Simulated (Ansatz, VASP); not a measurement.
**SnO2 in VASP and in Ansatz**

```
CELL_PARAMETERS angstrom
4.73735 0.00000 0.00000
0.00000 4.73735 0.00000
0.00000 0.00000 3.15454
ATOMIC_POSITIONS crystal
Sn 0.00000 0.00000 0.00000
Sn 0.50000 0.50000 0.50000
O 0.30562 0.30562 0.00000
O 0.19438 0.80562 0.50000
O 0.69438 0.69438 0.00000
O 0.80562 0.19438 0.50000
```

Change from the starting cell: zz strain of -1 %, crystal datasets.

Alike in both runs: task electric field gradients; functional PBE; k mesh 4 × 4 × 6; occupations fermi-dirac, width 0.03 eV; no spin polarisation.

|  | VASP | Ansatz |
| --- | --- | --- |
| version | VASP 6.6.1 | Ansatz 0.2.0 |
| potentials or method | VASP PAW PBE potentials, release 64 (Sn_d, O), cutoff 520 eV | all-electron PAW with datasets made for the crystal, scalar-relativistic |

|  | VASP | Ansatz | Ansatz less VASP |
| --- | --- | --- | --- |
| gap on the k mesh at the Fermi level (eV) | 1.39 | 1.41 | +0.013 |
| pressure (GPa) | 14.4 | 13.6 | -0.80 |
| traceless stress, the component that is largest in VASP (GPa) | 3.84 | 3.60 | -0.243 |
| rms of the force components (eV/Å) | 0.067 | 0.057 | -0.0104 |
| size of Vzz on the site where it differs most (V/Å²) | 55.8 | 52.2 | -3.65 |

Atom by atom the forces differ by 0.010 eV/Å (rms over components). Ansatz ran all-electron here, and VASP with PAW potentials.
